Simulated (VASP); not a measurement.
# Cu (P6/mmm) in VASP: further runs

The runs below take Cu through single point, with PBE.

Everything below comes from runs of VASP 6.6.1. Logs are shortened: lines on timing, memory, paths and dates and some standing lists are left out, and cuts for length are marked.

## 1. The cell of the first run

It takes space group P6/mmm (No. 191, hexagonal). Conventional cell: a = 2.112 Å, b = 2.112 Å, c = 2.021 Å, α = 90.00°, β = 90.00°, γ = 120.00°. Within 2.7 Å of Cu (site symmetry 6/mmm) lie 8 Cu at 2.02 to 2.11 Å.

## 2. Single point, PBE (volume scaled by 0.6)

Input file INCAR:

```
SYSTEM = Cu
ALGO = Normal ; EDIFF = 1E-6
ENCUT = 520 ; GGA = PE
ISIF = 2 ; ISMEAR = -1
LASPH = .True. ; LCHARG = .False.
LREAL = .False. ; LWAVE = .False.
NBANDS = 12 ; NELM = 100
PREC = Accurate ; SIGMA = 0.05
```

Input file KPOINTS:

```
k-points
0
Gamma
  17 17 16
  0 0 0
```

Input file POSCAR:

```
Cu
1.0
    2.1120062255      0.0000000000      0.0000000000
   -1.0560031127      1.8290510442      0.0000000000
    0.0000000000      0.0000000000      2.0208706238
Cu
1
Direct
    0.0000000000      0.0000000000      0.0000000000
```

Potentials or basis: VASP PAW PBE potentials, release 64 (Cu).

Launch:

```
> cat potpaw_PBE.64/Cu/POTCAR > POTCAR
> mpirun -np 1 vasp_std > vasp.out
```

OUTCAR:

```text
SYSTEM = Cu
   EDIFF = 1E-6
   ENCUT = 520
   GGA = PE
   ISIF = 2
   ISMEAR = -1
   LASPH = .True.
   LREAL = .False.
   NELM = 100
   PREC = Accurate

 ion  position               nearest neighbor table
   1  0.000  0.000  0.000-

  LATTYP: Found a hexagonal cell.
 ALAT       =     2.1120062255
 C/A-ratio  =     0.9568488006

  Lattice vectors:

 A1 = (   2.1120062255,   0.0000000000,   0.0000000000)
 A2 = (  -1.0560031127,   1.8290510442,   0.0000000000)
 A3 = (   0.0000000000,   0.0000000000,   2.0208706238)

Analysis of symmetry for initial positions (statically):
=====================================================================
 Subroutine PRICEL returns:
 Original cell was already a primitive cell.

 Routine SETGRP: Setting up the symmetry group for a
 hexagonal supercell.

 Subroutine GETGRP returns: Found 24 space group operations
 (whereof 24 operations were pure point group operations)
 out of a pool of 24 trial point group operations.

The static configuration has the point symmetry D_6h.

Analysis of symmetry for dynamics (positions and initial velocities):
=====================================================================
 Subroutine PRICEL returns:
 Original cell was already a primitive cell.

 Routine SETGRP: Setting up the symmetry group for a
 hexagonal supercell.

 Subroutine GETGRP returns: Found 24 space group operations
 (whereof 24 operations were pure point group operations)
 out of a pool of 24 trial point group operations.

The dynamic configuration has the point symmetry D_6h.

 Subroutine INISYM returns: Found 24 space group operations
 (whereof 24 operations are pure point group operations),
 and found     1 'primitive' translations

----------------------------------------------------------------------------------------

                                     Primitive cell

  volume of cell :       7.8066

  direct lattice vectors                    reciprocal lattice vectors
     2.112006226  0.000000000  0.000000000     0.473483453  0.273365799  0.000000000
    -1.056003113  1.829051044  0.000000000     0.000000000  0.546731598  0.000000000
     0.000000000  0.000000000  2.020870624     0.000000000  0.000000000  0.494836230

  length of vectors
     2.112006226  2.112006225  2.020870624     0.546731598  0.546731598  0.494836230

  position of ions in fractional coordinates (direct lattice)
     0.000000000  0.000000000  0.000000000

  ion indices of the primitive-cell ions
   primitive index   ion index
                 1           1

----------------------------------------------------------------------------------------

 KPOINTS: k-points

Automatic generation of k-mesh.
 Grid dimensions read from file:
 generate k-points for:   17   17   16

 Generating k-lattice:

  Cartesian coordinates                     Fractional coordinates (reciprocal lattice)
     0.027851968  0.016080341  0.000000000     0.058823529 -0.000000000  0.000000000
     0.000000000  0.032160682  0.000000000     0.000000000  0.058823529  0.000000000
     0.000000000  0.000000000  0.030927264     0.000000000  0.000000000  0.062500000

  Length of vectors
     0.032160682  0.032160682  0.030927264

  Shift w.r.t. Gamma in fractional coordinates (k-lattice)
     0.000000000  0.000000000  0.000000000

 Subroutine IBZKPT returns following result:
 ===========================================

 Found    297 irreducible k-points:

 Following reciprocal coordinates:
            Coordinates               Weight
  0.000000  0.000000  0.000000      1.000000
  0.058824  0.000000  0.000000      6.000000
  0.117647  0.000000  0.000000      6.000000
  0.176471  0.000000  0.000000      6.000000
  0.235294  0.000000  0.000000      6.000000
  0.294118 -0.000000  0.000000      6.000000
[... 16 lines left out ...]
  0.411765  0.117647  0.000000     12.000000
  0.176471  0.176471  0.000000      6.000000
 [... further k-points ...]
   k-points           NKPTS =    297   k-points in BZ     NKDIM =    297   number of bands    NBANDS=     12
   number of dos      NEDOS =    301   number of ions     NIONS =      1
   total plane-waves  NPLWV =   4096
   dimension x,y,z NGX =    16 NGY =   16 NGZ =   16
   dimension x,y,z NGXF=    32 NGYF=   32 NGZF=   32
   ions per type =               1
   NGX,Y,Z   is equivalent  to a cutoff of  12.59, 12.59, 13.16 a.u.
   NGXF,Y,Z  is equivalent  to a cutoff of  25.19, 25.19, 26.32 a.u.
 SYSTEM =  Cu
   PREC   = accura    normal or accurate (medium, high low for compatibility)
   ISTART =      0    job   : 0-new  1-cont  2-samecut
   ICHARG =      2    charge: 1-file 2-atom 10-const
   ISPIN  =      1    spin polarized calculation?
   LNONCOLLINEAR =      F non collinear calculations
   LSORBIT =      F    spin-orbit coupling
   LASPH  =      T    aspherical Exc in radial PAW
   ENCUT  =  520.0 eV  38.22 Ry    6.18 a.u.   3.93  3.93  3.76*2*pi/ulx,y,z
   NELM   =    100;   NELMIN=  2; NELMDL= -5     # of ELM steps
   EDIFF  = 0.1E-05   stopping-criterion for ELM
   LREAL  =      F    real-space projection
   EDIFFG = 0.1E-04   stopping-criterion for IOM
   NSW    =      0    number of steps for IOM
   IBRION =     -1    ionic relax: 0-MD 1-quasi-New 2-CG
   NFREE  =      0    steps in history (QN), initial steepest desc. (CG)
   ISIF   =      2    stress and relaxation
   ISYM   =      2    0-nonsym 1-usesym 2-fastsym
   POTIM  = 0.5000    time-step for ionic-motion
   TEBEG  =    0.0;   TEEND  =   0.0 temperature during run
   PSTRESS=    0.0 pullay stress
   NELECT =      11.0000    total number of electrons
   NUPDOWN=      -1.0000    fix difference up-down
   EMIN   =  10.00;   EMAX   =-10.00  energy-range for DOS
   EFERMI =   0.00;   METHOD = LEGACY
   ISMEAR =    -1;   SIGMA  =   0.05  broadening in eV -4-tet -1-fermi 0-gaus
   EFERMI_NEDOS =   21; number of points for ismear=-14 and -15
   IALGO  =     38    algorithm
   IMIX   =      4    mixing-type and parameters
     AMIX     =   0.40;   BMIX     =  1.00
     AMIX_MAG =   1.60;   BMIX_MAG =  1.00
  volume/ion in A,a.u.               =       7.81        52.68
  Fermi-wavevector in a.u.,A,eV,Ry     =   1.835351  3.468311 45.831423  3.368515
  Thomas-Fermi vector in A             =   2.888774
   LORBIT       =      0    0 simple, 1 ext, 2 COOP (PROOUT), +10 PAW based schemes
   GGA     = PE    functional components
   LHFCALC =     F    Hartree Fock is set to
   AEXX    =    0.0000 exact exchange contribution
   IVDW    =     0    specifies the selected vdW correction
   LEPSILON=     F    determine dielectric tensor
   LRPA    =     F    only Hartree local field effects (RPA)
 non-spin polarized calculation
  energy-cutoff  :      520.00
  volume of cell :        7.81
 maximum number of plane-waves:       221
 NGX is ok and might be reduce to    16
   NGX =  7   NGY =  7   NGZ =  7

 number of electron      11.0000005 magnetization

 Free energy of the ion-electron system (eV)
  ---------------------------------------------------
  ext. energy  EPLUGINS =         0.00000000
  ---------------------------------------------------
  free energy    TOTEN  =        -1.34910241 eV

  energy without entropy =       -1.34786569  energy(sigma->0) =       -1.34848405

 E-fermi :  14.1474     XC(G=0): -15.2658

 val. band max:       14.0932384399   @ k =   0.1765   0.0588   0.4375
 cond. band min:      14.1858798592   @ k =   0.4706   0.0588   0.1250
 fundamental gap:      0.0926414194
 Fermi energy:        14.1474019900

 k-point     1 :       0.0000    0.0000    0.0000
  band No.  band energies     occupation
      1       1.1605      2.00000
      2       6.7814      2.00000
      3       9.3104      2.00000
      4       9.3104      2.00000
      5      12.2306      2.00000
      6      12.2306      2.00000
      7      37.1610      0.00000
      8      40.2039      0.00000
      9      43.6987      0.00000
     10      46.9795      0.00000
     11      46.9795      0.00000
     12      48.7514      0.00000

 k-point     2 :       0.0588    0.0000    0.0000
  band No.  band energies     occupation
      1       1.3316      2.00000
      2       6.8291      2.00000
      3       9.2286      2.00000
      4       9.4012      2.00000
      5      12.1619      2.00000
      6      12.2184      2.00000
      7      37.4037      0.00000
      8      39.5987      0.00000
      9      43.6194      0.00000
     10      45.1333      0.00000
     11      45.1765      0.00000
     12      50.7005      0.00000

 k-point     3 :       0.1176    0.0000    0.0000
  band No.  band energies     occupation
      1       1.8341      2.00000
      2       6.9637      2.00000
      3       9.0095      2.00000
      4       9.6660      2.00000
      5      11.9692      2.00000
      6      12.1835      2.00000
      7      37.5379      0.00000
      8      38.1157      0.00000
      9      42.8758      0.00000
     10      43.0221      0.00000
     11      44.1805      0.00000
     12      53.4274      0.00000
[... 286 lines left out ...]
 k-point    23 :       0.4118    0.1176    0.0000
  band No.  band energies     occupation
      1       6.2014      2.00000
      2       7.7671      2.00000
      3      10.0807      2.00000
      4      10.5436      2.00000
      5      11.7224      2.00000
      6      14.1898      0.59995
      7      20.7356      0.00000
      8      30.3812      0.00000
      9      45.0778      0.00000
     10      46.0723      0.00000
     11      49.5249      0.00000
     12      52.2623      0.00000

 k-point    24 :       0.1765    0.1765    0.0000
  band No.  band energies     occupation
      1       5.1091      2.00000
      2       7.7281      2.00000
      3       7.8896      2.00000
      4      11.0806      2.00000
      5      11.7766      2.00000
      6      11.8738      2.00000
      7      29.4718      0.00000
      8      31.1199      0.00000
      9      42.9868      0.00000
     10      44.2704      0.00000
     11      49.3034      0.00000
     12      53.6374      0.00000

 [... further k-points ...]
[... 5 lines left out ...]
  --------------------------------------------------------------------------------------
  -------------------------------------------------------------------------------------
  Total       10.4325674     10.4325674     10.3850450      0.0000000      0.0000000     -0.0000000
  in kB     2141.1261266   2141.1261265   2131.3728707      0.0000001      0.0000000     -0.0000000
  external PRESSURE =    2137.8750413 kB  Pullay stress =       0.0000000 kB

 VOLUME and BASIS-vectors are now :
 -----------------------------------------------------------------------------
  energy-cutoff  :      520.00
  volume of cell :        7.81
      direct lattice vectors                 reciprocal lattice vectors
     2.112006226  0.000000000  0.000000000     0.473483453  0.273365799  0.000000000
    -1.056003113  1.829051044  0.000000000     0.000000000  0.546731598  0.000000000
     0.000000000  0.000000000  2.020870624     0.000000000  0.000000000  0.494836230

 POSITION                                       TOTAL-FORCE (eV/Angst)
 -----------------------------------------------------------------------------------
      0.00000      0.00000      0.00000        -0.000000      0.000000      0.000000
 -----------------------------------------------------------------------------------
    total drift:                               -0.000000      0.000000      0.000000

  FREE ENERGIE OF THE ION-ELECTRON SYSTEM (eV)
  ---------------------------------------------------
  free  energy   TOTEN  =        -1.3491024142 eV

  energy  without entropy=       -1.3478656859  energy(sigma->0) =       -1.34848405
```

Wall time 18 s (1 thread of Intel Xeon Platinum 8375C at 2.90GHz (Ice Lake), shared host); peak memory 0.14 GiB.

Results:

```yaml
Free_energy: -1.3491 eV
Pressure: 213.8 GPa
```

Levels at points of the mesh, in eV from the Fermi level:
```
           k point  band 2  band 3  band 4  band 5  band 6  band 7  band 8  band 9  band 10  band 11
(0.00, 0.00, 0.00)   -7.37   -4.84   -4.84   -1.92   -1.92   23.01   26.06   29.55    32.83    32.83
(0.00, 0.00, 0.50)   -4.39   -4.39   -4.22   -3.50   -3.50    4.23   32.18   35.91    35.91    36.99
```

## 3. Single point, PBE (volume scaled by 0.68)

Input file INCAR:

```
  PREC = Accurate
  ENCUT = 520
  EDIFF = 1E-6
  ISMEAR = -1
  SIGMA = 0.05
  LREAL = F
  LASPH = T
  NELM = 80
  ALGO = Normal
  ISIF = 2
  LWAVE = F
  LCHARG = F
  GGA = PE
  NBANDS = 12
```

Input file KPOINTS:

```
regular mesh
0
Gamma
  17 17 16
```

Input file POSCAR:

```
Cu
1.0
    2.1999147258      0.0000000000      0.0000000000
   -1.0999573629      1.9051820387      0.0000000000
    0.0000000000      0.0000000000      2.1109350335
Cu
1
Direct
    0.0000000000      0.0000000000      0.0000000000
```

Potentials or basis: VASP PAW PBE potentials, release 64 (Cu).

Launch:

```
> cat potpaw_PBE.64/Cu/POTCAR > POTCAR
> mpirun -np 1 vasp_std > vasp.out
```

OUTCAR:

```text
PREC = Accurate
   ENCUT = 520
   EDIFF = 1E-6
   ISMEAR = -1
   LREAL = F
   LASPH = T
   NELM = 80
   ISIF = 2
   GGA = PE

 ion  position               nearest neighbor table
   1  0.000  0.000  0.000-

  LATTYP: Found a hexagonal cell.
 ALAT       =     2.1999147258
 C/A-ratio  =     0.9595531176

  Lattice vectors:

 A1 = (   2.1999147258,   0.0000000000,   0.0000000000)
 A2 = (  -1.0999573629,   1.9051820387,   0.0000000000)
 A3 = (   0.0000000000,   0.0000000000,   2.1109350335)

Analysis of symmetry for initial positions (statically):
=====================================================================
 Subroutine PRICEL returns:
 Original cell was already a primitive cell.

 Routine SETGRP: Setting up the symmetry group for a
 hexagonal supercell.

 Subroutine GETGRP returns: Found 24 space group operations
 (whereof 24 operations were pure point group operations)
 out of a pool of 24 trial point group operations.

The static configuration has the point symmetry D_6h.

Analysis of symmetry for dynamics (positions and initial velocities):
=====================================================================
[... 159 lines left out ...]
 fundamental gap:      0.0428018937
 Fermi energy:        11.8319041919

 k-point     1 :       0.0000    0.0000    0.0000
  band No.  band energies     occupation
      1       0.0828      2.00000
      2       5.5183      2.00000
      3       7.6418      2.00000
      4       7.6418      2.00000
      5      10.0495      2.00000
      6      10.0495      2.00000
      7      33.1888      0.00000
      8      37.1098      0.00000
      9      39.0360      0.00000
     10      42.1850      0.00000
     11      42.1850      0.00000
     12      44.1327      0.00000
[... 331 lines left out ...]
 k-point    24 :       0.1765    0.1765    0.0000
  band No.  band energies     occupation
      1       3.7415      2.00000
      2       6.3049      2.00000
      3       6.4694      2.00000
      4       9.1012      2.00000
      5       9.7039      2.00000
      6       9.7552      2.00000
      7      26.1586      0.00000
      8      27.3033      0.00000
      9      38.4789      0.00000
     10      40.0250      0.00000
     11      44.8742      0.00000
     12      48.5915      0.00000

 [... further k-points ...]
[... 5 lines left out ...]
  --------------------------------------------------------------------------------------
  -------------------------------------------------------------------------------------
  Total        6.5771143      6.5771143      6.5434754     -0.0000000     -0.0000000      0.0000000
  in kB     1191.0466739   1191.0466739   1184.9550221     -0.0000000     -0.0000000      0.0000000
  external PRESSURE =    1189.0161233 kB  Pullay stress =       0.0000000 kB

 VOLUME and BASIS-vectors are now :
 -----------------------------------------------------------------------------
  energy-cutoff  :      520.00
  volume of cell :        8.85
      direct lattice vectors                 reciprocal lattice vectors
     2.199914726  0.000000000  0.000000000     0.454563074  0.262442113  0.000000000
    -1.099957363  1.905182039  0.000000000     0.000000000  0.524884226  0.000000000
     0.000000000  0.000000000  2.110935034     0.000000000  0.000000000  0.473723722

 POSITION                                       TOTAL-FORCE (eV/Angst)
 -----------------------------------------------------------------------------------
      0.00000      0.00000      0.00000         0.000000      0.000000      0.000000
 -----------------------------------------------------------------------------------
    total drift:                                0.000000      0.000000      0.000000

  FREE ENERGIE OF THE ION-ELECTRON SYSTEM (eV)
  ---------------------------------------------------
  free  energy   TOTEN  =        -2.4014700365 eV

  energy  without entropy=       -2.4001498844  energy(sigma->0) =       -2.40080996
```

OSZICAR:

```text
N       E                     dE             d eps       ncg     rms          rms(c)
DAV:   1     0.424684767957E+02    0.42468E+02   -0.53889E+03  8224   0.168E+03
DAV:   2    -0.197086870127E+01   -0.44439E+02   -0.41114E+02  7344   0.218E+02
DAV:   3    -0.320644268013E+01   -0.12356E+01   -0.12309E+01  8168   0.393E+01
DAV:   4    -0.321294248123E+01   -0.64998E-02   -0.64982E-02  7976   0.254E+00
DAV:   5    -0.321299143070E+01   -0.48949E-04   -0.48950E-04  8312   0.224E-01    0.729E+00
DAV:   6    -0.255931442464E+01    0.65368E+00   -0.73780E+00  8340   0.570E+01    0.157E+00
DAV:   7    -0.242649516008E+01    0.13282E+00   -0.73439E-01  8440   0.183E+01    0.862E-01
DAV:   8    -0.240185555818E+01    0.24640E-01   -0.12577E-02  9832   0.130E+00    0.147E-01
DAV:   9    -0.240145758075E+01    0.39798E-03   -0.17477E-03  9664   0.779E-01    0.189E-02
DAV:  10    -0.240147057296E+01   -0.12992E-04   -0.28763E-05  7968   0.700E-02    0.281E-03
DAV:  11    -0.240147003649E+01    0.53647E-06   -0.23022E-07  5744   0.880E-03
   1 F= -.24014700E+01 E0= -.24008100E+01  d E =-.132015E-02
```

stdout:

```text
POSCAR found type information on POSCAR Cu
 POSCAR found :  1 types and       1 ions
 scaLAPACK will be used
 LDA part: xc-table for (Slater+PW92), standard interpolation
 POSCAR, INCAR and KPOINTS ok, starting setup
 FFT: planning ... GRIDC
 FFT: planning ... GRID_SOFT
 FFT: planning ... GRID
 WAVECAR not read
 entering main loop
```

Run time: 11 s. Hardware: 1 thread of Intel Xeon Platinum 8375C at 2.90GHz (Ice Lake), shared host; peak memory 0.14 GiB.

Results:

```
Free energy : -2.4015 eV
Pressure    : 118.9 GPa
```

Levels at points of the mesh, in eV from the Fermi level:
```tsv
k point	band 2	band 3	band 4	band 5	band 6	band 7	band 8	band 9	band 10	band 11
(0.00, 0.00, 0.00)	-6.31	-4.19	-4.19	-1.78	-1.78	21.36	25.28	27.20	30.35	30.35
(0.00, 0.00, 0.50)	-3.83	-3.83	-3.54	-3.07	-3.07	3.43	30.93	34.32	34.32	34.83
```
